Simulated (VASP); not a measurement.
# Ga (Cmce) in VASP: single point with PBE

Aim: the single point of Ga with PBE.

Everything below comes from runs of VASP 6.6.1. Logs are shortened: lines on timing, memory, paths and dates and some standing lists are left out, and cuts for length are marked.

## (1) The cell of the first run

Symmetry: Cmce, No. 64, orthorhombic system. The conventional cell has a = 4.541 Å, b = 7.695 Å, c = 4.547 Å, α = 90.00°, β = 90.00°, γ = 90.00°. Within 3.2 Å of Ga (site symmetry m) lie 7 Ga at 2.45 to 2.81 Å.

## (2) Single point, PBE (volume scaled by 1.02)

INCAR reads:

```
SYSTEM = Ga
ALGO = Normal ; EDIFF = 1E-7
ENCUT = 520 ; GGA = PE
ISIF = 2 ; ISMEAR = -1
LASPH = .True. ; LCHARG = .True.
LELF = .True. ; LREAL = .False.
LVHAR = .True. ; LWAVE = .False.
NBANDS = 34 ; NELM = 80
PREC = Accurate ; SIGMA = 0.05
```

KPOINTS reads:

```
k-points
0
Gamma
  9 9 8
  0 0 0
```

POSCAR reads:

```
Ga
1.0
    2.2702865280     -3.8477146450      0.0000000000
    2.2702865280      3.8477146450      0.0000000000
    0.0000000000      0.0000000000      4.5466127923
Ga
4
Direct
    0.1525000000      0.8475000000      0.0785000000
    0.6525000000      0.3475000000      0.4215000000
    0.8475000000      0.1525000000      0.9215000000
    0.3475000000      0.6525000000      0.5785000000
```

Potentials or basis: VASP PAW PBE potentials, release 64 (Ga_d).

On the command line:

```sh
$ cat potpaw_PBE.64/Ga_d/POTCAR > POTCAR
$ mpirun -np 1 vasp_std > vasp.out
```

OUTCAR:

```text
SYSTEM = Ga
   EDIFF = 1E-7
   ENCUT = 520
   GGA = PE
   ISIF = 2
   ISMEAR = -1
   LASPH = .True.
   LREAL = .False.
   NELM = 80
   PREC = Accurate

 ion  position               nearest neighbor table
   1  0.153  0.847  0.078-   3 2.45   4 2.72   4 2.72   2 2.75   2 2.75   3 2.81   3 2.81
   2  0.653  0.347  0.422-   4 2.45   3 2.72   3 2.72   1 2.75   1 2.75   4 2.81   4 2.81
   3  0.847  0.153  0.922-   1 2.45   2 2.72   2 2.72   4 2.75   4 2.75   1 2.81   1 2.81
   4  0.347  0.653  0.578-   2 2.45   1 2.72   1 2.72   3 2.75   3 2.75   2 2.81   2 2.81

  LATTYP: Found a base centered orthorhombic cell.
 ALAT       =     4.5405730560
 B/A-ratio  =     1.6948145521
 C/A-ratio  =     1.0013301705

  Lattice vectors:

 A1 = (   2.2702865280,  -3.8477146450,   0.0000000000)
 A2 = (   2.2702865280,   3.8477146450,   0.0000000000)
 A3 = (   0.0000000000,   0.0000000000,   4.5466127923)

Analysis of symmetry for initial positions (statically):
=====================================================================
 Subroutine PRICEL returns:
 Original cell was already a primitive cell.

 Routine SETGRP: Setting up the symmetry group for a
 base centered orthorhombic supercell.

 Subroutine GETGRP returns: Found  8 space group operations
 (whereof  4 operations were pure point group operations)
 out of a pool of  8 trial point group operations.

The static configuration has the point symmetry C_2h.
 The point group associated with its full space group is D_2h.

Analysis of symmetry for dynamics (positions and initial velocities):
=====================================================================
 Subroutine PRICEL returns:
 Original cell was already a primitive cell.

 Routine SETGRP: Setting up the symmetry group for a
 base centered orthorhombic supercell.

 Subroutine GETGRP returns: Found  8 space group operations
 (whereof  4 operations were pure point group operations)
 out of a pool of  8 trial point group operations.

The dynamic configuration has the point symmetry C_2h.
 The point group associated with its full space group is D_2h.

 Subroutine INISYM returns: Found  8 space group operations
 (whereof  4 operations are pure point group operations),
 and found     1 'primitive' translations

----------------------------------------------------------------------------------------

                                     Primitive cell

  volume of cell :      79.4331

  direct lattice vectors                    reciprocal lattice vectors
     2.270286528 -3.847714645  0.000000000     0.220236518 -0.129947266  0.000000000
     2.270286528  3.847714645  0.000000000     0.220236518  0.129947266  0.000000000
     0.000000000  0.000000000  4.546612792     0.000000000  0.000000000  0.219943955

  length of vectors
     4.467561853  4.467561853  4.546612792     0.255715498  0.255715498  0.219943955

  position of ions in fractional coordinates (direct lattice)
     0.152500000  0.847500000  0.078500000
     0.652500000  0.347500000  0.421500000
     0.847500000  0.152500000  0.921500000
     0.347500000  0.652500000  0.578500000

  ion indices of the primitive-cell ions
   primitive index   ion index
                 1           1
                 2           2
                 3           3
                 4           4

----------------------------------------------------------------------------------------

 KPOINTS: k-points

Automatic generation of k-mesh.
 Grid dimensions read from file:
 generate k-points for:    9    9    8

 Generating k-lattice:

  Cartesian coordinates                     Fractional coordinates (reciprocal lattice)
     0.024470724 -0.014438585  0.000000000     0.111111111  0.000000000  0.000000000
     0.024470724  0.014438585  0.000000000     0.000000000  0.111111111  0.000000000
     0.000000000  0.000000000  0.027492994     0.000000000  0.000000000  0.125000000

  Length of vectors
     0.028412833  0.028412833  0.027492994

  Shift w.r.t. Gamma in fractional coordinates (k-lattice)
     0.000000000  0.000000000  0.000000000

 Subroutine IBZKPT returns following result:
 ===========================================

 Found    125 irreducible k-points:

 Following reciprocal coordinates:
            Coordinates               Weight
  0.000000  0.000000  0.000000      1.000000
  0.111111 -0.000000  0.000000      4.000000
  0.222222  0.000000  0.000000      4.000000
  0.333333 -0.000000  0.000000      4.000000
  0.444444  0.000000  0.000000      4.000000
  0.111111  0.111111  0.000000      2.000000
[... 16 lines left out ...]
 -0.333333  0.333333  0.000000      2.000000
  0.444444  0.444444  0.000000      2.000000
 [... further k-points ...]
   k-points           NKPTS =    125   k-points in BZ     NKDIM =    125   number of bands    NBANDS=     34
   number of dos      NEDOS =    301   number of ions     NIONS =      4
   total plane-waves  NPLWV =  46656
   dimension x,y,z NGX =    36 NGY =   36 NGZ =   36
   dimension x,y,z NGXF=    72 NGYF=   72 NGZF=   72
   ions per type =               4
   NGX,Y,Z   is equivalent  to a cutoff of  13.40, 13.40, 13.16 a.u.
   NGXF,Y,Z  is equivalent  to a cutoff of  26.79, 26.79, 26.33 a.u.
 SYSTEM =  Ga
   PREC   = accura    normal or accurate (medium, high low for compatibility)
   ISTART =      0    job   : 0-new  1-cont  2-samecut
   ICHARG =      2    charge: 1-file 2-atom 10-const
   ISPIN  =      1    spin polarized calculation?
   LNONCOLLINEAR =      F non collinear calculations
   LSORBIT =      F    spin-orbit coupling
   LASPH  =      T    aspherical Exc in radial PAW
   ENCUT  =  520.0 eV  38.22 Ry    6.18 a.u.   8.31  8.31  8.45*2*pi/ulx,y,z
   NELM   =     80;   NELMIN=  2; NELMDL= -5     # of ELM steps
   EDIFF  = 0.1E-06   stopping-criterion for ELM
   LREAL  =      F    real-space projection
   EDIFFG = 0.1E-05   stopping-criterion for IOM
   NSW    =      0    number of steps for IOM
   IBRION =     -1    ionic relax: 0-MD 1-quasi-New 2-CG
   NFREE  =      0    steps in history (QN), initial steepest desc. (CG)
   ISIF   =      2    stress and relaxation
   ISYM   =      2    0-nonsym 1-usesym 2-fastsym
   POTIM  = 0.5000    time-step for ionic-motion
   TEBEG  =    0.0;   TEEND  =   0.0 temperature during run
   PSTRESS=    0.0 pullay stress
   NELECT =      52.0000    total number of electrons
   NUPDOWN=      -1.0000    fix difference up-down
   EMIN   =  10.00;   EMAX   =-10.00  energy-range for DOS
   EFERMI =   0.00;   METHOD = LEGACY
   ISMEAR =    -1;   SIGMA  =   0.05  broadening in eV -4-tet -1-fermi 0-gaus
   EFERMI_NEDOS =   21; number of points for ismear=-14 and -15
   IALGO  =     38    algorithm
   IMIX   =      4    mixing-type and parameters
     AMIX     =   0.40;   BMIX     =  1.00
     AMIX_MAG =   1.60;   BMIX_MAG =  1.00
  volume/ion in A,a.u.               =      19.86       134.01
  Fermi-wavevector in a.u.,A,eV,Ry     =   1.421484  2.686216 27.492178  2.020618
  Thomas-Fermi vector in A             =   2.542289
   LORBIT       =      0    0 simple, 1 ext, 2 COOP (PROOUT), +10 PAW based schemes
   GGA     = PE    functional components
[... 5 lines left out ...]
 non-spin polarized calculation
  energy-cutoff  :      520.00
  volume of cell :       79.43
 maximum number of plane-waves:      2164
 NGX is ok and might be reduce to    36
   NGX = 17   NGY = 17   NGZ = 17

 number of electron      51.9999994 magnetization

 Free energy of the ion-electron system (eV)
  ---------------------------------------------------
  ext. energy  EPLUGINS =         0.00000000
  ---------------------------------------------------
  free energy    TOTEN  =       -11.59170594 eV

  energy without entropy =      -11.58308628  energy(sigma->0) =      -11.58739611

 E-fermi :   4.9218     XC(G=0): -10.5864

 val. band max:        4.9142598122   @ k =   0.1111  -0.0000   0.1250
 cond. band min:       4.9417950916   @ k =   0.1111  -0.0000   0.0000
 fundamental gap:      0.0275352794
 Fermi energy:         4.9218257120

 k-point     1 :       0.0000    0.0000    0.0000
  band No.  band energies     occupation
      1     -10.2152      2.00000
      2     -10.2081      2.00000
      3     -10.2075      2.00000
      4     -10.1843      2.00000
      5     -10.1335      2.00000
      6     -10.1030      2.00000
[... 26 lines left out ...]
     33      11.5593      0.00000
     34      12.1130      0.00000

 k-point     2 :       0.1111   -0.0000    0.0000
  band No.  band energies     occupation
      1     -10.2149      2.00000
      2     -10.2104      2.00000
      3     -10.2040      2.00000
      4     -10.1894      2.00000
      5     -10.1244      2.00000
      6     -10.1016      2.00000
[... 26 lines left out ...]
     33      11.5703      0.00000
     34      12.4668      0.00000

 k-point     3 :       0.2222    0.0000    0.0000
  band No.  band energies     occupation
      1     -10.2187      2.00000
      2     -10.2053      2.00000
      3     -10.2050      2.00000
      4     -10.1917      2.00000
      5     -10.1165      2.00000
      6     -10.0887      2.00000
[... 26 lines left out ...]
     33      10.9623      0.00000
     34      12.0390      0.00000

 k-point     4 :       0.3333   -0.0000    0.0000
  band No.  band energies     occupation
      1     -10.2234      2.00000
      2     -10.2150      2.00000
      3     -10.1971      2.00000
      4     -10.1718      2.00000
      5     -10.1268      2.00000
      6     -10.1132      2.00000
[... 26 lines left out ...]
     33      10.6930      0.00000
     34      12.0009      0.00000

 k-point     5 :       0.4444    0.0000    0.0000
  band No.  band energies     occupation
      1     -10.2264      2.00000
      2     -10.2231      2.00000
      3     -10.1748      2.00000
      4     -10.1546      2.00000
      5     -10.1406      2.00000
      6     -10.1378      2.00000
[... 621 lines left out ...]
 k-point    22 :      -0.4444    0.3333    0.0000
  band No.  band energies     occupation
      1     -10.2911      2.00000
      2     -10.2248      2.00000
      3     -10.1875      2.00000
      4     -10.1751      2.00000
      5     -10.1448      2.00000
      6     -10.1157      2.00000
[... 26 lines left out ...]
     33      11.3620      0.00000
     34      13.5940      0.00000

 k-point    23 :      -0.3333    0.3333    0.0000
  band No.  band energies     occupation
      1     -10.2798      2.00000
      2     -10.2291      2.00000
      3     -10.1791      2.00000
      4     -10.1678      2.00000
      5     -10.1395      2.00000
      6     -10.1391      2.00000
[... 26 lines left out ...]
     33      10.5326      0.00000
     34      12.5125      0.00000

 k-point    24 :       0.4444    0.4444    0.0000
  band No.  band energies     occupation
      1     -10.3021      2.00000
      2     -10.2116      2.00000
      3     -10.2108      2.00000
      4     -10.1705      2.00000
      5     -10.1596      2.00000
      6     -10.0870      2.00000
[... 26 lines left out ...]
     33      11.6423      0.00000
     34      12.7004      0.00000

 [... further k-points ...]

------------------------ aborting loop because EDIFF is reached ----------------------------------------

  FORCE on cell =-STRESS in cart. coord.  units (eV):
  Direction    XX          YY          ZZ          XY          YZ          ZX
  --------------------------------------------------------------------------------------
  -------------------------------------------------------------------------------------
  Total        0.3281675      1.3365674      0.2288858      0.0000000      0.0000000      0.0000000
  in kB        6.6191873     26.9587623      4.6166615      0.0000000      0.0000000      0.0000000
  external PRESSURE =      12.7315370 kB  Pullay stress =       0.0000000 kB

 VOLUME and BASIS-vectors are now :
 -----------------------------------------------------------------------------
  energy-cutoff  :      520.00
  volume of cell :       79.43
      direct lattice vectors                 reciprocal lattice vectors
     2.270286528 -3.847714645  0.000000000     0.220236518 -0.129947266  0.000000000
     2.270286528  3.847714645  0.000000000     0.220236518  0.129947266  0.000000000
     0.000000000  0.000000000  4.546612792     0.000000000  0.000000000  0.219943955

 POSITION                                       TOTAL-FORCE (eV/Angst)
 -----------------------------------------------------------------------------------
      2.27029      2.67416      0.35691         0.000000     -0.410328      0.110682
      2.27029     -1.17355      1.91640         0.000000     -0.410328     -0.110682
      2.27029     -2.67416      4.18970         0.000000      0.410328     -0.110682
      2.27029      1.17355      2.63022         0.000000      0.410328      0.110682
 -----------------------------------------------------------------------------------
    total drift:                                0.000000      0.000000     -0.000000

  FREE ENERGIE OF THE ION-ELECTRON SYSTEM (eV)
  ---------------------------------------------------
  free  energy   TOTEN  =       -11.5917059438 eV

  energy  without entropy=      -11.5830862775  energy(sigma->0) =      -11.58739611
```

It took 2.6 min on 1 thread of Intel Xeon 6975P-C (Granite Rapids), shared host; peak memory 0.37 GiB.

What came out:

- Free energy: -11.5917 eV
- Pressure: 1.3 GPa
- Largest force: 0.425 eV/Å
- Band gap on the k mesh: zero (band 26 reaches 5.34 eV, above the bottom of band 27 at 4.08 eV)

Forces in eV/Å, atoms in the order of the input:
```
Ga   0.000 -0.410  0.111
Ga   0.000 -0.410 -0.111
Ga   0.000  0.410 -0.111
Ga   0.000  0.410  0.111
```

Levels at points of the mesh, in eV from the Fermi level:
| k point | band 22 | band 23 | band 24 | band 25 | band 26 | band 27 | band 28 | band 29 | band 30 | band 31 |
| --- | --- | --- | --- | --- | --- | --- | --- | --- | --- | --- |
| (0.00, 0.00, 0.00) | -4.34 | -3.63 | -1.72 | -1.53 | -0.86 | 0.92 | 0.92 | 0.97 | 5.03 | 5.39 |
| (0.00, 0.00, 0.50) | -9.10 | -0.24 | -0.24 | -0.04 | -0.04 | 0.14 | 0.14 | 2.12 | 2.12 | 3.73 |
